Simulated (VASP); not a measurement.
Wanted: the native input for a VASP 6.6.1 run.

```yaml
Task: single point
Functional: PBEsol
Potentials_or_basis: VASP PAW PBE potentials, release 64 (Mo_sv)
Cutoff: 520 eV
k_mesh: 15 × 15 × 15
Occupations: gaussian, width 0.1 eV
Spin: no spin polarisation
Dipole_correction: no
Further_INCAR_settings: ALGO = Normal; EDIFF = 1e-06; NBANDS = 13
```

The structure of Mo lies in POSCAR:

```
Mo
1.0
   -1.5564868480      1.5564868480      1.5564868480
    1.5564868480     -1.5564868480      1.5564868480
    1.5564868480      1.5564868480     -1.5564868480
Mo
1
Direct
    0.0000000000      0.0000000000      0.0000000000
```

The input as run:

INCAR

```
SYSTEM = Mo
ALGO = Normal
EDIFF = 1E-6
ENCUT = 520
GGA = PS
ISIF = 2
ISMEAR = 0
LASPH = .TRUE.
LCHARG = .FALSE.
LREAL = .FALSE.
LWAVE = .FALSE.
NBANDS = 13
NELM = 60
PREC = Accurate
SIGMA = 0.1
```

KPOINTS

```
k-points
0
G
  15 15 15
  0 0 0
```

Potentials or basis: VASP PAW PBE potentials, release 64 (Mo_sv).

Launch:

```bash
$ cat potpaw_PBE.64/Mo_sv/POTCAR > POTCAR
$ mpirun -np 1 vasp_std > vasp.out
```

It gave:

The pressure is 5.6 GPa. The band gap on the k mesh is zero (band 7 reaches 16.95 eV, above the bottom of band 8 at 11.61 eV).

Caveat: the PAW data sets were made with another functional, which shifts forces and pressure a little.

Wall time 6.4 s on 1 thread of Intel(R) Xeon(R) 6975P-C (Granite Rapids), on a shared host, peak memory 0.14 GiB.
